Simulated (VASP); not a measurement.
Wanted: the native input for a VASP 6.6.1 run.

| Property | Result |
| --- | --- |
| Task | single point |
| Functional | r2SCAN |
| Potentials or basis | VASP PAW PBE potentials, release 64 (Pd) |
| Cutoff | 520 eV |
| k mesh | 4 × 4 × 4 |
| Occupations | fermi-dirac, width 0.1 eV |
| Spin | no spin polarisation |
| Dipole correction | no |
| Further INCAR settings | ALGO = Normal; EDIFF = 1e-07; NBANDS = 11 |

Crystal: Pd.

```xyz
1
Lattice="0.0000 1.9450 1.9450 1.9450 0.0000 1.9450 1.9450 1.9450 0.0000" Properties=species:S:1:pos:R:3 pbc="T T T"
Pd    0.0000    0.0000    0.0000
```

The input as run:

POSCAR

```
Pd
1.0
    0.0000000000      1.9450000000      1.9450000000
    1.9450000000      0.0000000000      1.9450000000
    1.9450000000      1.9450000000      0.0000000000
Pd
1
Direct
    0.0000000000      0.0000000000      0.0000000000
```

INCAR.step1

```
SYSTEM = Pd
PREC = Accurate
ENCUT = 520
ISMEAR = -1
SIGMA = 0.1
LREAL = .False.
LASPH = .True.
NELM = 100
NBANDS = 11
GGA = PE
ALGO = Normal
EDIFF = 1E-4
LWAVE = .True.
LCHARG = .False.
```

INCAR.step2

```
SYSTEM = Pd
PREC = Accurate
ENCUT = 520
EDIFF = 1E-7
ISMEAR = -1
SIGMA = 0.1
LREAL = .False.
LASPH = .True.
NELM = 100
ALGO = Normal
ISIF = 2
LWAVE = .False.
LCHARG = .False.
METAGGA = R2SCAN
LMIXTAU = .True.
NBANDS = 11
ISTART = 1
```

KPOINTS

```
regular mesh
0
Gamma
  4 4 4
  0 0 0
```

Potentials or basis: VASP PAW PBE potentials, release 64 (Pd).

Run with:

```bash
$ cat potpaw_PBE.64/Pd/POTCAR > POTCAR
$ cp INCAR.step1 INCAR
$ mpirun -np 1 vasp_std > vasp.out
$ cp INCAR.step2 INCAR
$ mpirun -np 1 vasp_std > vasp.out
```

It gave:

```yaml
Pressure: 3.1 GPa
Band_gap_on_the_k_mesh: zero (band 5 reaches 10.04 eV, above the bottom of band 6 at 8.40 eV)
```

Caveat: the k points lie up to 0.70 Å⁻¹ apart; the PAW data sets were made with another functional, which shifts forces and pressure a little.

It took 8.3 s on 1 thread of Intel Xeon 6975P-C, with other jobs on the host, peak memory 0.13 GiB.
